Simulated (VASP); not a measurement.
# Sr (Cmcm) in VASP: further runs, part 2 of 2

VASP 6.6.1. Earlier steps stand in the parts before.

## Step 3: Single point, PBE

This run uses another cell than the first one, of the same volume but with other edges.

Contents of INCAR:

```
SYSTEM = Sr
ALGO     = Fast           ! electronic algorithm
EDIFF    = 1E-6           ! SCF threshold, eV
ENCUT    = 520            ! plane-wave cutoff, eV
GGA      = PE             ! functional
ISIF     = 2              ! what is computed and relaxed
ISMEAR   = 0              ! smearing method
LASPH    = .TRUE.         ! aspherical terms in the spheres
LCHARG   = .FALSE.        ! write CHGCAR
LREAL    = .FALSE.        ! projectors in reciprocal space
LWAVE    = .FALSE.        ! write WAVECAR
NBANDS   = 17             ! bands
NELM     = 60             ! most SCF steps
PREC     = Accurate       ! precision mode
SIGMA    = 0.15           ! smearing width, eV
```

Contents of KPOINTS:

```
k-points
0
G
  12 12 6
  0 0 0
```

Contents of POSCAR:

```
Sr
1.0
    4.1077157110      0.0000000000      0.0000000000
   -2.0538578555      3.9639445752      0.0000000000
    0.0000000000      0.0000000000      6.7678499241
Sr
2
Direct
    0.3333333333      0.6666666667      0.2500000000
    0.6666666667      0.3333333333      0.7500000000
```

Potentials or basis: VASP PAW PBE potentials, release 64 (Sr_sv).

On the command line:

```console
> cat potpaw_PBE.64/Sr_sv/POTCAR > POTCAR
> mpirun -np 1 vasp_std > vasp.out
```

OUTCAR:

```text
SYSTEM = Sr
   EDIFF = 1E-6
   ENCUT = 520
   GGA = PE
   ISIF = 2
   ISMEAR = 0
   LASPH = .TRUE.
   LREAL = .FALSE.
   NELM = 60
   PREC = Accurate

 ion  position               nearest neighbor table
   1  0.333  0.667  0.250-   2 4.17   2 4.17   2 4.17   2 4.17   2 4.29   2 4.29
   2  0.667  0.333  0.750-   1 4.17   1 4.17   1 4.17   1 4.17   1 4.29   1 4.29

  LATTYP: Found a base centered orthorhombic cell.
 ALAT       =     4.1077157110
 B/A-ratio  =     1.9299994713
 C/A-ratio  =     1.6475945270

  Lattice vectors:

 A1 = (   2.0538578555,  -3.9639445752,   0.0000000000)
 A2 = (   2.0538578555,   3.9639445752,   0.0000000000)
 A3 = (   0.0000000000,   0.0000000000,   6.7678499241)

Analysis of symmetry for initial positions (statically):
=====================================================================
 Subroutine PRICEL returns:
 Original cell was already a primitive cell.

 Routine SETGRP: Setting up the symmetry group for a
 base centered orthorhombic supercell.

 Subroutine GETGRP returns: Found  8 space group operations
 (whereof  4 operations were pure point group operations)
 out of a pool of  8 trial point group operations.

The static configuration has the point symmetry C_2h.
 The point group associated with its full space group is D_2h.

Analysis of symmetry for dynamics (positions and initial velocities):
=====================================================================
 Subroutine PRICEL returns:
 Original cell was already a primitive cell.

 Routine SETGRP: Setting up the symmetry group for a
 base centered orthorhombic supercell.

 Subroutine GETGRP returns: Found  8 space group operations
 (whereof  4 operations were pure point group operations)
 out of a pool of  8 trial point group operations.

The dynamic configuration has the point symmetry C_2h.
 The point group associated with its full space group is D_2h.

 Subroutine INISYM returns: Found  8 space group operations
 (whereof  4 operations are pure point group operations),
 and found     1 'primitive' translations

----------------------------------------------------------------------------------------

                                     Primitive cell
[... 114 lines left out ...]
  Thomas-Fermi vector in A             =   2.052894
   LORBIT       =      0    0 simple, 1 ext, 2 COOP (PROOUT), +10 PAW based schemes
   GGA     = PE    functional components
   LHFCALC =     F    Hartree Fock is set to
   AEXX    =    0.0000 exact exchange contribution
   IVDW    =     0    specifies the selected vdW correction
   LEPSILON=     F    determine dielectric tensor
   LRPA    =     F    only Hartree local field effects (RPA)
 non-spin polarized calculation
 RMM-DIIS sequential band-by-band and
 Gauss-broadening in eV      SIGMA  =   0.15
  energy-cutoff  :      520.00
  volume of cell :      110.20
 maximum number of plane-waves:      2998
   NGX = 15   NGY = 17   NGZ = 25

 number of electron      20.0000000 magnetization

 Free energy of the ion-electron system (eV)
  ---------------------------------------------------
  ext. energy  EPLUGINS =         0.00000000
  ---------------------------------------------------
  free energy    TOTEN  =        -3.23422394 eV

  energy without entropy =       -3.20403016  energy(sigma->0) =       -3.21912705

 E-fermi :   1.5854     XC(G=0):  -7.3425

 val. band max:        1.5841750440   @ k =   0.0000   0.5000   0.3333
 cond. band min:       1.5882619818   @ k =   0.0000   0.4167   0.1667
 fundamental gap:      0.0040869378
 Fermi energy:         1.5853887562

 k-point     1 :       0.0000    0.0000    0.0000
  band No.  band energies     occupation
      1     -35.0489      2.00000
      2     -35.0320      2.00000
      3     -17.1491      2.00000
      4     -16.9767      2.00000
      5     -16.9636      2.00000
      6     -16.9430      2.00000
[... 457 lines left out ...]
      4     -17.0900      2.00000
      5     -17.0385      2.00000
      6     -17.0166      2.00000
[... 9 lines left out ...]
     16       5.2176      0.00000
     17       5.8610      0.00000

 [... further k-points ...]

------------------------ aborting loop because EDIFF is reached ----------------------------------------

  FORCE on cell =-STRESS in cart. coord.  units (eV):
  Direction    XX          YY          ZZ          XY          YZ          ZX
  --------------------------------------------------------------------------------------
  -------------------------------------------------------------------------------------
  Total        0.5960695     -0.7953461      0.4743913      0.0000000     -0.0000000      0.0000000
  in kB        8.6662025    -11.5634673      6.8971339      0.0000000     -0.0000000      0.0000000
  external PRESSURE =       1.3332897 kB  Pullay stress =       0.0000000 kB

 VOLUME and BASIS-vectors are now :
 -----------------------------------------------------------------------------
  energy-cutoff  :      520.00
  volume of cell :      110.20
      direct lattice vectors                 reciprocal lattice vectors
     4.107715711  0.000000000  0.000000000     0.243444306  0.126136981  0.000000000
    -2.053857855  3.963944575  0.000000000     0.000000000  0.252273961  0.000000000
     0.000000000  0.000000000  6.767849924     0.000000000  0.000000000  0.147757414

 POSITION                                       TOTAL-FORCE (eV/Angst)
 -----------------------------------------------------------------------------------
     -0.00000      2.64263      1.69196         0.000000      0.109411      0.000000
      2.05386      1.32131      5.07589        -0.000000     -0.109411     -0.000000
 -----------------------------------------------------------------------------------
    total drift:                                0.000000     -0.000000      0.000000

  FREE ENERGIE OF THE ION-ELECTRON SYSTEM (eV)
  ---------------------------------------------------
  free  energy   TOTEN  =        -3.2342239449 eV

  energy  without entropy=       -3.2040301620  energy(sigma->0) =       -3.21912705
```

OSZICAR:

```text
N       E                     dE             d eps       ncg     rms          rms(c)
DAV:   1     0.107937779895E+03    0.10794E+03   -0.93893E+03  5848   0.988E+02
DAV:   2     0.533553613243E+01   -0.10260E+03   -0.10116E+03  7490   0.226E+02
DAV:   3    -0.294477454008E+01   -0.82803E+01   -0.82595E+01 10585   0.467E+01
DAV:   4    -0.322496034336E+01   -0.28019E+00   -0.28002E+00  8016   0.700E+00
DAV:   5    -0.322997196980E+01   -0.50116E-02   -0.50112E-02  9519   0.801E-01    0.160E+01
RMM:   6    -0.323196100873E+01   -0.19890E-02   -0.12686E-02  6237   0.119E+00    0.913E+00
RMM:   7    -0.323378082580E+01   -0.18198E-02   -0.25199E-02  6424   0.174E+00    0.397E-01
RMM:   8    -0.323402533192E+01   -0.24451E-03   -0.47568E-03  7751   0.452E-01    0.756E-02
RMM:   9    -0.323417165301E+01   -0.14632E-03   -0.11109E-03  9525   0.135E-01    0.616E-02
RMM:  10    -0.323421557731E+01   -0.43924E-04   -0.23335E-04  9025   0.651E-02    0.661E-02
RMM:  11    -0.323422099097E+01   -0.54137E-05   -0.92066E-05  9308   0.356E-02    0.755E-03
RMM:  12    -0.323422264329E+01   -0.16523E-05   -0.15650E-05  7961   0.160E-02    0.568E-03
RMM:  13    -0.323422358359E+01   -0.94031E-06   -0.10231E-05  7315   0.940E-03    0.145E-03
RMM:  14    -0.323422394488E+01   -0.36129E-06   -0.21994E-06  5888   0.549E-03
   1 F= -.32342239E+01 E0= -.32191271E+01  d E =-.301938E-01
```

stdout:

```text
POSCAR found type information on POSCAR Sr
 POSCAR found :  1 types and       2 ions
 scaLAPACK will be used
 LDA part: xc-table for (Slater+PW92), standard interpolation
 POSCAR, INCAR and KPOINTS ok, starting setup
 FFT: planning ... GRIDC
 FFT: planning ... GRID_SOFT
 FFT: planning ... GRID
 WAVECAR not read
 entering main loop
WARNING in EDDRMM: call to ZHEGV failed, returncode =   8  4      9
WARNING in EDDRMM: call to ZHEGV failed, returncode =   6  3     11
WARNING in EDDRMM: call to ZHEGV failed, returncode =   8  4     16
WARNING in EDDRMM: call to ZHEGV failed, returncode =   8  4      9
WARNING in EDDRMM: call to ZHEGV failed, returncode =   6  3     13
WARNING in EDDRMM: call to ZHEGV failed, returncode =   6  3      9
WARNING in EDDRMM: call to ZHEGV failed, returncode =   8  4     15
WARNING in EDDRMM: call to ZHEGV failed, returncode =   6  3     15
WARNING in EDDRMM: call to ZHEGV failed, returncode =   8  4     12
WARNING in EDDRMM: call to ZHEGV failed, returncode =   8  4     13
WARNING in EDDRMM: call to ZHEGV failed, returncode =   6  3     15
WARNING in EDDRMM: call to ZHEGV failed, returncode =   6  3     15
```

Wall time 2 min (1 thread of AMD EPYC 9R45 (Zen 5), shared host); peak memory 0.39 GiB.

What came out:

* Free energy: -3.2342 eV
* Pressure: 0.1 GPa
* Largest force: 0.109 eV/Å
* Band gap on the k mesh: zero (bands 10 and 11 overlap by 0.13 eV)

Forces on the atoms (eV/Å):
```
Sr   0.000  0.109  0.000
Sr   0.000 -0.109  0.000
```

Caveat: the cell differs from its parent crystal (strain +e along x and -e along y -0.0550, strain +e along z and -e/2 along x and y -0.0350).

## Step 4: Single point, PBE

This run uses another cell than the first one, of the same volume but with other edges.

Contents of INCAR:

```
PREC     = Accurate       # precision mode
ENCUT    = 520            # plane-wave cutoff, eV
EDIFF    = 1E-7           # SCF threshold, eV
ISMEAR   = 0              # smearing method
SIGMA    = 0.15           # smearing width, eV
LREAL    = False          # projectors in reciprocal space
LASPH    = True           # aspherical terms in the spheres
NELM     = 80             # most SCF steps
ALGO     = Fast           # electronic algorithm
ISIF     = 2              # what is computed and relaxed
LWAVE    = False          # write WAVECAR
LCHARG   = False          # write CHGCAR
GGA      = PE             # functional
NBANDS   = 17             # bands
```

Contents of KPOINTS:

```
regular mesh
0
Gamma
  12 12 6
```

Contents of POSCAR:

```
Sr
1.0
    4.4277974547      0.0000000000      0.0000000000
   -2.2138987273      3.4280266606      0.0000000000
    0.0000000000      0.0000000000      7.2587820429
Sr
2
Direct
    0.3333333333      0.6666666667      0.2500000000
    0.6666666667      0.3333333333      0.7500000000
```

On the command line:

```console
> cat potpaw_PBE.64/Sr_sv/POTCAR > POTCAR
> mpirun -np 1 vasp_std > vasp.out
```

Wall time 2.7 min (1 thread of AMD EPYC 9R45 (Zen 5), shared host); peak memory 0.39 GiB.

It converged, with:

```
Free energy            : -3.2312 eV
Pressure               : 0.1 GPa
Largest force          : 0.081 eV/Å
Band gap on the k mesh : zero (bands 10 and 11 overlap by 0.30 eV)
```

Forces on the atoms (eV/Å):
```
Sr   0.000 -0.081  0.000
Sr   0.000  0.081  0.000
```

Stress tensor (GPa, compression positive):
```
-0.34  0.00  0.00
 0.00  1.39  0.00
 0.00  0.00 -0.84
```

Levels at points of the mesh, in eV from the Fermi level:
| k point | band 8 | band 9 | band 10 | band 11 | band 12 | band 13 |
| --- | --- | --- | --- | --- | --- | --- |
| (0.00, 0.00, 0.00) | -18.50 | -3.62 | -1.29 | -0.13 | 1.85 | 2.01 |
| (0.50, 0.00, 0.00) | -18.52 | -1.11 | -0.56 | 0.02 | 0.31 | 1.12 |
| (0.00, 0.50, 0.00) | -18.54 | -0.79 | -0.28 | 0.13 | 0.38 | 1.40 |
| (0.00, 0.00, 0.50) | -18.51 | -2.76 | -2.76 | 1.08 | 1.08 | 1.92 |
| (0.50, 0.00, 0.50) | -18.53 | -0.84 | -0.84 | 0.20 | 0.20 | 1.24 |
| (0.00, 0.50, 0.50) | -18.55 | -0.61 | -0.61 | 0.50 | 0.50 | 1.39 |

Caveat: the cell differs from its parent crystal (strain +e along x and -e along y +0.0550, strain +e along z and -e/2 along x and y +0.0350).

## Step 5: Single point, PBE

This run uses another cell than the first one, of the same volume but with other edges.

Contents of INCAR:

```
  PREC = Accurate
  ENCUT = 520
  EDIFF = 1E-7
  ISMEAR = 0
  SIGMA = 0.15
  LREAL = False
  LASPH = True
  NELM = 60
  ALGO = Fast
  ISIF = 2
  LWAVE = False
  LCHARG = False
  GGA = PE
  NBANDS = 17
```

KPOINTS is that of step 4.

Contents of POSCAR:

```
Sr
1.0
    4.5771689351      0.0000000000      0.0000000000
   -2.2885844675      3.5573861572      0.0000000000
    0.0000000000      0.0000000000      6.7678499241
Sr
2
Direct
    0.3333333333      0.6666666667      0.2500000000
    0.6666666667      0.3333333333      0.7500000000
```

On the command line:

```console
> cat potpaw_PBE.64/Sr_sv/POTCAR > POTCAR
> mpirun -np 1 vasp_std > vasp.out
```

It took 2.8 min on 1 thread of AMD EPYC 9R45 (Zen 5), shared host; peak memory 0.39 GiB.

It converged, with:

```yaml
Free_energy: -3.2405 eV
Pressure: 0.1 GPa
Largest_force: 0.116 eV/Å
Band_gap_on_the_k_mesh: zero (bands 10 and 11 overlap by 0.19 eV)
```

Forces in eV/Å, atoms in the order of the input:
```
Sr   0.000 -0.116  0.000
Sr   0.000  0.116  0.000
```

Stress tensor (GPa, compression positive):
```
-0.94  0.00  0.00
 0.00  0.55  0.00
 0.00  0.00  0.68
```

Levels at points of the mesh, in eV from the Fermi level:
```csv
k point,band 6,band 7,band 8,band 9,band 10,band 11,band 12,band 13,band 14,band 15
"(0.00, 0.00, 0.00)",-18.53,-18.53,-18.52,-3.66,-1.02,0.23,1.74,2.26,2.50,2.76
"(0.50, 0.00, 0.00)",-18.58,-18.57,-18.54,-1.30,-0.70,0.08,0.21,1.28,1.91,2.29
"(0.00, 0.50, 0.00)",-18.62,-18.59,-18.56,-0.97,-0.38,0.14,0.17,1.57,1.62,2.26
"(0.00, 0.00, 0.50)",-18.55,-18.54,-18.54,-2.65,-2.65,1.40,1.40,1.76,1.76,2.63
"(0.50, 0.00, 0.50)",-18.58,-18.56,-18.56,-0.91,-0.91,0.12,0.12,1.37,1.37,3.06
"(0.00, 0.50, 0.50)",-18.59,-18.58,-18.58,-0.67,-0.67,0.42,0.42,1.42,1.42,2.42
```

Caveat: the cell differs from its parent crystal (strain +e along x and -e along y +0.0550, strain +e along z and -e/2 along x and y -0.0350).

## Step 6: The runs side by side

```csv
cell,further INCAR settings,gap on the mesh (eV),pressure (GPa),largest force (eV/Å)
"a = 4.502, b = 4.155, c = 7.013 Å, angles 90.0, 90.0, 122.8°, 2 atoms",ALGO = Fast; EDIFF = 1e-07; NBANDS = 17,none,0.0,0.10
"a = 4.108, b = 4.464, c = 6.768 Å, angles 90.0, 90.0, 117.4°, 2 atoms",ALGO = Fast; EDIFF = 1e-06; NBANDS = 17,none,0.1,0.11
"a = 4.428, b = 4.081, c = 7.259 Å, angles 90.0, 90.0, 122.9°, 2 atoms",ALGO = Fast; EDIFF = 1e-07; NBANDS = 17,none,0.1,0.08
"a = 4.577, b = 4.230, c = 6.768 Å, angles 90.0, 90.0, 122.8°, 2 atoms",ALGO = Fast; EDIFF = 1e-07; NBANDS = 17,none,0.1,0.12
```

Alike in all rows: task single point; level PBE; potentials or basis VASP PAW PBE potentials, release 64 (Sr_sv); no spin polarisation; k mesh 12 × 12 × 6; cutoff (eV) 520; smearing gaussian 0.15 eV.

Total energies depend on the potentials used, so only differences within one code and one set of settings carry meaning.

The gap in the log of VASP goes by the Fermi energy; the results here count the filled bands.